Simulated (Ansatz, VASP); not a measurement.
**One calculation of CaO, two programs**

The input INCAR:

```
  PREC = Accurate
  ENCUT = 520
  EDIFF = 1E-6
  ISMEAR = -1
  SIGMA = 0.05
  LREAL = False
  LASPH = True
  NELM = 100
  ALGO = Normal
  ISIF = 2
  LWAVE = False
  LCHARG = False
  GGA = PE
  NBANDS = 15
```

The input KPOINTS:

```
regular mesh
0
Gamma
  10 10 10
```

The input POSCAR:

```
CaO
1.0
    0.0000000000      2.4506962070      2.4506962070
    2.4506962070      0.0000000000      2.4506962070
    2.4506962070      2.4506962070      0.0000000000
Ca O
1 1
Direct
    0.0000000000      0.0000000000      0.0000000000
    0.5000000000      0.5000000000      0.5000000000
```

File input.yaml:

```yaml
crystal:
  lattice:
    - [0.0, 2.450696207, 2.450696207]
    - [2.450696207, 0.0, 2.450696207]
    - [2.450696207, 2.450696207, 0.0]
  atoms:
    - { symbol: Ca, position: [0.0, 0.0, 0.0] }
    - { symbol: O, position: [0.5, 0.5, 0.5] }
hamiltonian:
  xc: pbe
  pseudopotentials: { kind: paw, azcp: { folder: soft_1 } }
kpoints:
  mp_grid: { grid: [10, 10, 10] }
scf:
  occupations: { method: fermi_dirac, width: 0.05 }
output:
  forces: true
  stress: true
  eigenvalues: true
  write_density: true
  write_potential: true
  elf: true
  volumetric_format: npy
```

Alike in both runs: task single point; functional PBE; k mesh 10 × 10 × 10; occupations fermi-dirac, width 0.05 eV; no spin polarisation.

```csv
,VASP,Ansatz
version,VASP 6.6.1,Ansatz 0.2.0
potentials or method,"VASP PAW PBE potentials, release 64 (Ca_sv, O)",Ansatz PAW soft_1
plane-wave cutoff (eV),520,420
valence electrons in the cell,16,16
```

|  | VASP | Ansatz | Ansatz less VASP |
| --- | --- | --- | --- |
| gap on the k mesh at the Fermi level (eV) | 3.64 | 3.66 | +0.017 |
| least direct gap on the mesh (eV) | 4.03 | 4.04 | +0.017 |
| pressure (GPa) | -3.7 | -4.2 | -0.43 |
